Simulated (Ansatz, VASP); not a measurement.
PtS2 in VASP and in Ansatz

```
Pt S
1.0
     3.47087    0.00000    0.00000
    -1.73543    3.00586    0.00000
     0.00000    0.00000    4.93594
Pt S
1 2
Direct
  0.00000 0.00000 0.00000
  0.66667 0.33333 0.77300
  0.33333 0.66667 0.22700
```

Alike in both runs: task single point; functional PBE; k mesh 9 × 9 × 5; occupations fermi-dirac, width 0.05 eV; no spin polarisation.

```csv
,VASP,Ansatz
version,VASP 6.6.1,Ansatz 0.2.0
potentials or method,"VASP PAW PBE potentials, release 64 (Pt, S)",Ansatz PAW
plane-wave cutoff (eV),520,420
valence electrons in the cell,22,30
```

|  | VASP | Ansatz | Ansatz less VASP |
| --- | --- | --- | --- |
| gap on the k mesh at the Fermi level (eV) | 1.10 | 1.08 | -0.015 |
| least direct gap on the mesh (eV) | 1.14 | 1.13 | -0.013 |
| pressure (GPa) | 23.5 | 24.1 | +0.59 |
| traceless stress, the component that is largest in VASP (GPa) | -4.75 | -4.97 | -0.222 |
| rms of the force components (eV/Å) | 1.068 | 1.092 | +0.0242 |

Atom by atom the forces differ by 0.024 eV/Å (rms over components). With one functional, cell and mesh, what is left measures potentials, basis and numerics. VASP's potentials hold 22 valence electrons a cell and Ansatz's 30, so a difference there can come from the potentials and not from the codes.

Spin-orbit coupling is off throughout. Noted on Ansatz's run: odd divisions of the mesh miss points on the zone boundary, where band edges often lie, so the gap on the mesh can be too wide.
